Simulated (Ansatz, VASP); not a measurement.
# W: VASP and Ansatz over several settings

```
W
1.0
    -1.58234    1.58234    1.58234
     1.58234   -1.58234    1.58234
     1.58234    1.58234   -1.58234
W
1
Direct
  0.00000 0.00000 0.00000
```

Single points on this cell with VASP 6.6.1 and Ansatz 0.2.0. Each row is one pair of runs.

| level | spin | k mesh | smearing | VASP's potentials, cutoff | Ansatz's potentials, cutoff | gap on the k mesh at the Fermi level (eV), VASP | gap on the k mesh at the Fermi level (eV), Ansatz | pressure (GPa), VASP | pressure (GPa), Ansatz |
| --- | --- | --- | --- | --- | --- | --- | --- | --- | --- |
| PBE | off | 12 × 12 × 12 | gaussian, width 0.017 eV | VASP PAW PBE potentials, release 64 (W_sv), 520 eV | Ansatz PAW, 420 eV | none | none | 6.7 | 6.0 |
| PBE | off | 12 × 12 × 12 | gaussian, width 0.023 eV | VASP PAW PBE potentials, release 64 (W_sv), 520 eV | Ansatz PAW, 420 eV | none | none | 6.7 | 6.0 |
| PBE | off | 12 × 12 × 12 | gaussian, width 0.024 eV | VASP PAW PBE potentials, release 64 (W_sv), 520 eV | Ansatz PAW, 420 eV | none | none | 6.7 | 6.0 |
| PBE+D4 | off | 12 × 12 × 12 | fermi-dirac, width 0.05 eV | VASP PAW PBE potentials, release 64 (W_sv), 520 eV | Ansatz PAW, 420 eV | none | none | -0.4 | -1.0 |
| revPBE+D3(BJ) | off | 12 × 12 × 12 | fermi-dirac, width 0.05 eV | VASP PAW PBE potentials, release 64 (W_sv), 520 eV | Ansatz PAW, 420 eV | none | none | -3.8 | -4.4 |
| LDA | non-collinear, zero start, SOC | 12 × 12 × 12 | fermi-dirac, width 0.05 eV | VASP PAW LDA potentials, release 64 (W_sv), 520 eV | Ansatz PAW, 420 eV | - | - | -6.2 | -8.2 |
| PBE0 | off | 8 × 8 × 8 | fermi-dirac, width 0.05 eV | VASP PAW PBE potentials, release 64 (W_sv), 520 eV | Ansatz PAW, 420 eV | none | none | -0.8 | -0.3 |
| LDA | collinear, typed start | 12 × 12 × 12 | methfessel-paxton of order 1, width 0.1 eV | VASP PAW LDA potentials, release 64 (W_sv), 520 eV | JTH PAW LDA, 1290 eV | none | none | -7.3 | -8.8 |

Pressure (GPa): the two programs differ by at most 1.98.

A gap of «none» marks a metal or a gap that the smearing closes.
